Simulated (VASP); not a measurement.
Write the native input for VASP 6.6.1 that does the following.

```yaml
Task: single point
Functional: r2SCAN
Potentials_or_basis: VASP PAW PBE potentials, release 64 (Cu)
Cutoff: 520 eV
k_mesh: 24 × 24 × 24
Occupations: gaussian, width 0.15 eV
Spin: no spin polarisation
Dipole_correction: no
Further_INCAR_settings: ALGO = Normal; EDIFF = 1e-06; NBANDS = 12
```

The system is Cu.

```
CELL_PARAMETERS angstrom
-1.44279 1.44279 1.39672
1.44279 -1.44279 1.39672
1.44279 1.44279 -1.39672
ATOMIC_POSITIONS crystal
Cu 0.00000 0.00000 0.00000
```

This cell differs from its parent crystal: strain +0.000 along x and y, +0.015 along z.

One way to write it, as run:

POSCAR

```
Cu
1.0
   -1.4427933200      1.4427933200      1.3967226717
    1.4427933200     -1.4427933200      1.3967226717
    1.4427933200      1.4427933200     -1.3967226717
Cu
1
Direct
    0.0000000000      0.0000000000      0.0000000000
```

INCAR.step1

```
SYSTEM = Cu
PREC = Accurate
ENCUT = 520
ISMEAR = 0
SIGMA = 0.15
LREAL = .False.
LASPH = .True.
NELM = 80
NBANDS = 12
GGA = PE
ALGO = Normal
EDIFF = 1E-4
LWAVE = .True.
LCHARG = .False.
```

INCAR.step2

```
SYSTEM = Cu
PREC = Accurate
ENCUT = 520
EDIFF = 1E-6
ISMEAR = 0
SIGMA = 0.15
LREAL = .False.
LASPH = .True.
NELM = 80
ALGO = Normal
ISIF = 2
LWAVE = .False.
LCHARG = .False.
METAGGA = R2SCAN
LMIXTAU = .True.
NBANDS = 12
ISTART = 1
```

KPOINTS

```
Automatic mesh
0
Gamma
  24 24 24
  0 0 0
```

Potentials or basis: VASP PAW PBE potentials, release 64 (Cu).

Command:

```bash
$ cat potpaw_PBE.64/Cu/POTCAR > POTCAR
$ cp INCAR.step1 INCAR
$ mpirun -np 1 vasp_std > vasp.out
$ cp INCAR.step2 INCAR
$ mpirun -np 1 vasp_std > vasp.out
```

It gave:

| Quantity | Value |
| --- | --- |
| Pressure | -1.4 GPa |

Caveat: the cell differs from its parent crystal (strain +0.000 along x and y, +0.015 along z); the PAW data sets were made with another functional, which shifts forces and pressure a little.

Run time: 4.2 min on 1 thread of Intel(R) Xeon(R) Platinum 8559C (Emerald Rapids), on a shared host, peak memory 0.24 GiB.
